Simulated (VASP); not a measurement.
# SiC8 in VASP: single point with PBE+D3(BJ)

Aim: the single point of SiC8 with PBE+D3(BJ).

All numbers are computed with VASP 6.6.1; they aren't measurements. Logs are shortened: lines on timing, memory, paths and dates and some standing lists are left out, and cuts for length are marked.

### Step 1. The cell of the first run

The cell holds a slab with vacuum, 9 atoms: a = 4.931 Å, b = 4.931 Å, c = 17.400 Å, α = 90.00°, β = 90.00°, γ = 120.00°.

### Step 2. Single point, PBE+D3(BJ), collinear spin

File INCAR:

```
PREC = Accurate ; ENCUT = 520
EDIFF = 1E-6 ; ISMEAR = 0
SIGMA = 0.1 ; LREAL = F
LASPH = T ; NELM = 150
ALGO = Normal ; ISIF = 2
LWAVE = F ; LCHARG = F
ISPIN = 2 ; MAGMOM = 0 0 0 0 0 0 0 0 2
LORBIT = 11 ; LDIPOL = T
IDIPOL = 3 ; DIPOL = 0.5 0.5 0.248
GGA = PE ; IVDW = 12
NBANDS = 32
```

File KPOINTS:

```
Automatic mesh
0
Gamma
  6 6 1
```

File POSCAR:

```
SiC8
1.0
    4.9313048819      0.0000000000      0.0000000000
   -2.4656524409      4.2706353015      0.0000000000
    0.0000000000      0.0000000000     17.4000331942
C Si
8 1
Direct
    0.3333333333      0.1666666667      0.2298865266
    0.3333333333      0.6666666667      0.2298865266
    0.8333333333      0.1666666667      0.2298865266
    0.8333333333      0.6666666667      0.2298865266
    0.1666666667      0.3333333333      0.2298846189
    0.1666666667      0.8333333333      0.2298846189
    0.6666666667      0.3333333333      0.2298846189
    0.6666666667      0.8333333333      0.2298846189
    0.5000000000      0.5000000000      0.3908057599
```

Potentials or basis: VASP PAW PBE potentials, release 64 (C, Si).

Started as:

```
> cat potpaw_PBE.64/C/POTCAR potpaw_PBE.64/Si/POTCAR > POTCAR
> mpirun -np 1 vasp_std > vasp.out
```

OUTCAR:

```text
PREC = Accurate
   ENCUT = 520
   EDIFF = 1E-6
   ISMEAR = 0
   LREAL = F
   LASPH = T
   NELM = 150
   ISIF = 2
   ISPIN = 2
   LORBIT = 11
   GGA = PE
   IVDW = 12
 IVDW          = 12

 ion  position               nearest neighbor table
   1  0.333  0.167  0.230-   5 1.42   6 1.42   7 1.42
   2  0.333  0.667  0.230-   6 1.42   5 1.42   8 1.42
   3  0.833  0.167  0.230-   7 1.42   8 1.42   5 1.42
   4  0.833  0.667  0.230-   8 1.42   7 1.42   6 1.42
   5  0.167  0.333  0.230-   1 1.42   2 1.42   3 1.42
   6  0.167  0.833  0.230-   2 1.42   1 1.42   4 1.42
   7  0.667  0.333  0.230-   3 1.42   4 1.42   1 1.42
   8  0.667  0.833  0.230-   4 1.42   3 1.42   2 1.42
   9  0.500  0.500  0.391-

  LATTYP: Found a hexagonal cell.
 ALAT       =     4.9313048819
 C/A-ratio  =     3.5284845717

  Lattice vectors:

 A1 = (   4.9313048819,   0.0000000000,   0.0000000000)
 A2 = (  -2.4656524409,   4.2706353015,   0.0000000000)
 A3 = (   0.0000000000,   0.0000000000,  17.4000331942)

Analysis of symmetry for initial positions (statically):
=====================================================================
 Subroutine PRICEL returns:
 Original cell was already a primitive cell.

 Routine SETGRP: Setting up the symmetry group for a
 hexagonal supercell.

 Subroutine GETGRP returns: Found 12 space group operations
 (whereof  4 operations were pure point group operations)
 out of a pool of 24 trial point group operations.

The static configuration has the point symmetry C_2v.
 The point group associated with its full space group is C_6v.

Analysis of symmetry for dynamics (positions and initial velocities):
=====================================================================
 Subroutine PRICEL returns:
 Original cell was already a primitive cell.

 Routine SETGRP: Setting up the symmetry group for a
 hexagonal supercell.

 Subroutine GETGRP returns: Found 12 space group operations
 (whereof  4 operations were pure point group operations)
 out of a pool of 24 trial point group operations.

The dynamic configuration has the point symmetry C_2v.
 The point group associated with its full space group is C_6v.

Analysis of structural, dynamic, and magnetic symmetry:
=====================================================================
 Subroutine PRICEL returns:
 Original cell was already a primitive cell.

 Routine SETGRP: Setting up the symmetry group for a
 hexagonal supercell.

 Subroutine GETGRP returns: Found 12 space group operations
 (whereof  4 operations were pure point group operations)
 out of a pool of 24 trial point group operations.

The overall configuration has the point symmetry C_2v.
 The point group associated with its full space group is C_6v.

 Subroutine INISYM returns: Found 12 space group operations
 (whereof  4 operations are pure point group operations),
 and found     1 'primitive' translations

----------------------------------------------------------------------------------------

                                     Primitive cell

  volume of cell :     366.4413

  direct lattice vectors                    reciprocal lattice vectors
     4.931304882  0.000000000  0.000000000     0.202786083  0.117078599  0.000000000
    -2.465652441  4.270635301  0.000000000     0.000000000  0.234157199  0.000000000
     0.000000000  0.000000000 17.400033194     0.000000000  0.000000000  0.057471155

  length of vectors
     4.931304882  4.931304882 17.400033194     0.234157199  0.234157199  0.057471155

  position of ions in fractional coordinates (direct lattice)
     0.333333333  0.166666667  0.229886527
     0.333333333  0.666666667  0.229886527
     0.833333333  0.166666667  0.229886527
     0.833333333  0.666666667  0.229886527
     0.166666667  0.333333333  0.229884619
     0.166666667  0.833333333  0.229884619
     0.666666667  0.333333333  0.229884619
[... 58 lines left out ...]
 SYSTEM =  unknown system
   PREC   = accura    normal or accurate (medium, high low for compatibility)
   ISTART =      0    job   : 0-new  1-cont  2-samecut
   ICHARG =      2    charge: 1-file 2-atom 10-const
   ISPIN  =      2    spin polarized calculation?
   LNONCOLLINEAR =      F non collinear calculations
   LSORBIT =      F    spin-orbit coupling
   LASPH  =      T    aspherical Exc in radial PAW
   ENCUT  =  520.0 eV  38.22 Ry    6.18 a.u.   9.17  9.17 32.35*2*pi/ulx,y,z
   NELM   =    150;   NELMIN=  2; NELMDL= -5     # of ELM steps
   EDIFF  = 0.1E-05   stopping-criterion for ELM
   LREAL  =      F    real-space projection
   EDIFFG = 0.1E-04   stopping-criterion for IOM
   NSW    =      0    number of steps for IOM
   IBRION =     -1    ionic relax: 0-MD 1-quasi-New 2-CG
   NFREE  =      0    steps in history (QN), initial steepest desc. (CG)
   ISIF   =      2    stress and relaxation
   ISYM   =      2    0-nonsym 1-usesym 2-fastsym
   POTIM  = 0.5000    time-step for ionic-motion
   TEBEG  =    0.0;   TEEND  =   0.0 temperature during run
   PSTRESS=    0.0 pullay stress
   NELECT =      36.0000    total number of electrons
   NUPDOWN=      -1.0000    fix difference up-down
   EMIN   =  10.00;   EMAX   =-10.00  energy-range for DOS
   EFERMI =   0.00;   METHOD = LEGACY
   ISMEAR =     0;   SIGMA  =   0.10  broadening in eV -4-tet -1-fermi 0-gaus
   EFERMI_NEDOS =   21; number of points for ismear=-14 and -15
   IALGO  =     38    algorithm
   IMIX   =      4    mixing-type and parameters
     AMIX     =   0.40;   BMIX     =  1.00
     AMIX_MAG =   1.60;   BMIX_MAG =  1.00
  volume/ion in A,a.u.               =      40.72       274.76
  Fermi-wavevector in a.u.,A,eV,Ry     =   0.755395  1.427490  7.763781  0.570622
  Thomas-Fermi vector in A             =   1.853280
   LORBIT       =     11    0 simple, 1 ext, 2 COOP (PROOUT), +10 PAW based schemes
   GGA     = PE    functional components
   LHFCALC =     F    Hartree Fock is set to
   AEXX    =    0.0000 exact exchange contribution
   IVDW    =    12    specifies the selected vdW correction
   LEPSILON=     F    determine dielectric tensor
   LRPA    =     F    only Hartree local field effects (RPA)
 spin polarized calculation
 Gauss-broadening in eV      SIGMA  =   0.10
  energy-cutoff  :      520.00
  volume of cell :      366.44
 maximum number of plane-waves:      9900
 NGX is ok and might be reduce to    40
   NGX = 19   NGY = 19   NGZ = 65

 dipolmoment           0.000000      0.000000     -0.000072 electrons x Angstroem

 number of electron      35.9999997 magnetization       1.8889108

 dipolmoment           0.000000      0.000000      0.039348 electrons x Angstroem

 Free energy of the ion-electron system (eV)
  ---------------------------------------------------
  ext. energy  EPLUGINS =         0.00000000
  ---------------------------------------------------
  free energy    TOTEN  =       -74.85927400 eV

  energy without entropy =      -74.84021855  energy(sigma->0) =      -74.84974627

 E-fermi :  -1.6048     XC(G=0):  -3.4124

 val. band max:       -1.6228461110   @ k =   0.3333  -0.0000   0.0000
 cond. band min:      -1.5536237252   @ k =   0.5000  -0.0000   0.0000
 fundamental gap:      0.0692223858
 Fermi energy:        -1.6048140624

 spin component 1

 k-point     1 :       0.0000    0.0000    0.0000
  band No.  band energies     occupation
      1     -21.6372      1.00000
      2     -16.4117      1.00000
      3     -16.4117      1.00000
      4     -16.3349      1.00000
      5     -15.3854      1.00000
      6     -15.3275      1.00000
[... 220 lines left out ...]
     29       4.2508      0.00000
     30       4.7291      0.00000
 Fermi energy:        -1.6048140624

 spin component 2

 k-point     1 :       0.0000    0.0000    0.0000
  band No.  band energies     occupation
      1     -21.6212      1.00000
      2     -16.4019      1.00000
      3     -16.4019      1.00000
      4     -16.3061      1.00000
      5     -15.3641      1.00000
      6     -15.3186      1.00000
[... 220 lines left out ...]
     29       4.7485      0.00000
     30       5.2532      0.00000
 [bands above 30 left out]

------------------------ aborting loop because EDIFF is reached ----------------------------------------

 vacuum level on the upper side and lower side of the slab       (xc-potential included)        -0.044        -0.322

 Edisp (eV)   -1.04001

 E8    (eV) :    -0.3426

  FORCE on cell =-STRESS in cart. coord.  units (eV):
  Direction    XX          YY          ZZ          XY          YZ          ZX
  --------------------------------------------------------------------------------------
  -------------------------------------------------------------------------------------
  Total       0.20932     0.20932     0.12569     0.00000     0.00000     0.00000
  in kB       0.91519     0.91519     0.54956     0.00000     0.00000     0.00000
  external pressure =        0.79 kB  Pullay stress =        0.00 kB

 VOLUME and BASIS-vectors are now :
 -----------------------------------------------------------------------------
  energy-cutoff  :      520.00
  volume of cell :      366.44
      direct lattice vectors                 reciprocal lattice vectors
     4.931304882  0.000000000  0.000000000     0.202786083  0.117078599  0.000000000
    -2.465652441  4.270635301  0.000000000     0.000000000  0.234157199  0.000000000
     0.000000000  0.000000000 17.400033194     0.000000000  0.000000000  0.057471155

 POSITION                                       TOTAL-FORCE (eV/Angst)
 -----------------------------------------------------------------------------------
      1.23283      0.71177      4.00003        -0.000000     -0.162913      0.031022
     -0.00000      2.84709      4.00003        -0.141087      0.081457      0.031022
      3.69848      0.71177      4.00003         0.000000      0.000000     -0.125011
      2.46565      2.84709      4.00003         0.141087      0.081457      0.031022
      0.00000      1.42355      4.00000        -0.141087     -0.081457      0.031022
     -1.23283      3.55886      4.00000         0.000000      0.000000     -0.125011
      2.46565      1.42355      4.00000         0.141087     -0.081457      0.031022
      1.23283      3.55886      4.00000         0.000000      0.162913      0.031022
      1.23283      2.13532      6.80003         0.000000     -0.000000      0.063888
 -----------------------------------------------------------------------------------
    total drift:                                0.000000      0.000000     -0.000013

  FREE ENERGIE OF THE ION-ELECTRON SYSTEM (eV)
  ---------------------------------------------------
  free  energy   TOTEN  =       -75.8992849673 eV

  energy  without entropy=      -75.8802295119  energy(sigma->0) =      -75.88975724

 vacuum level on the upper side and lower side of the slab         2.309         2.042

 total charge

# of ion       s       p       d       tot
------------------------------------------
    1        0.864   1.785   0.000   2.648
    2        0.864   1.785   0.000   2.648
    3        0.861   1.791   0.000   2.653
    4        0.864   1.785   0.000   2.648
    5        0.864   1.785   0.000   2.648
    6        0.861   1.791   0.000   2.653
    7        0.864   1.785   0.000   2.648
    8        0.864   1.785   0.000   2.648
    9        0.958   0.546   0.000   1.504
--------------------------------------------------
tot          7.863  14.837   0.000  22.700

 magnetization (x)

# of ion       s       p       d       tot
------------------------------------------
    1        0.001   0.002   0.000   0.003
    2        0.001   0.002   0.000   0.003
    3        0.001   0.014   0.000   0.015
    4        0.001   0.002   0.000   0.003
    5        0.001   0.002   0.000   0.003
    6        0.001   0.014   0.000   0.015
    7        0.001   0.002   0.000   0.003
    8        0.001   0.002   0.000   0.003
    9        0.008   0.515   0.000   0.523
--------------------------------------------------
tot          0.014   0.555   0.000   0.570
```

Wall time 5.1 min (1 thread of Intel Xeon 6975P-C (Granite Rapids), shared host); peak memory 0.71 GiB.

Results:

```yaml
Free_energy: -75.8993 eV
Largest_force: 0.166 eV/Å
Net_moment: 1.89 μB per cell
Site_moments: C +0.00, +0.01 (each value once); Si +0.52 μB
Valence_electrons_inside_the_program's_atomic_spheres: C 2.65; Si 1.50
Dispersion_energy_per_atom: -0.116 eV
```

Forces on the atoms (eV/Å):
```
C    0.000 -0.163  0.031
C   -0.141  0.081  0.031
C    0.000  0.000 -0.125
C    0.141  0.081  0.031
C   -0.141 -0.081  0.031
C    0.000  0.000 -0.125
C    0.141 -0.081  0.031
C    0.000  0.163  0.031
Si   0.000  0.000  0.064
```

Levels at points of the mesh, in eV from the Fermi level:
Spin up:
| k point | band 17 | band 18 | band 19 | band 20 | band 21 | band 22 |
| --- | --- | --- | --- | --- | --- | --- |
| (0.00, 0.00, 0.00) | -2.82 | -0.62 | 0.33 | 0.33 | 1.09 | 1.09 |
| (0.50, 0.00, 0.00) | -3.29 | -1.05 | 0.05 | 0.14 | 2.24 | 2.27 |
Spin down:
```
           k point  band 14  band 15  band 16  band 17  band 18  band 19  band 20  band 21
(0.00, 0.00, 0.00)    -3.52    -3.01    -3.01    -2.76     0.31     1.12     1.12     1.72
(0.50, 0.00, 0.00)    -5.52    -5.19    -3.38    -3.20     0.35     1.36     1.63     2.27
```

Caveat: a moment this small can come from the mesh or the smearing.
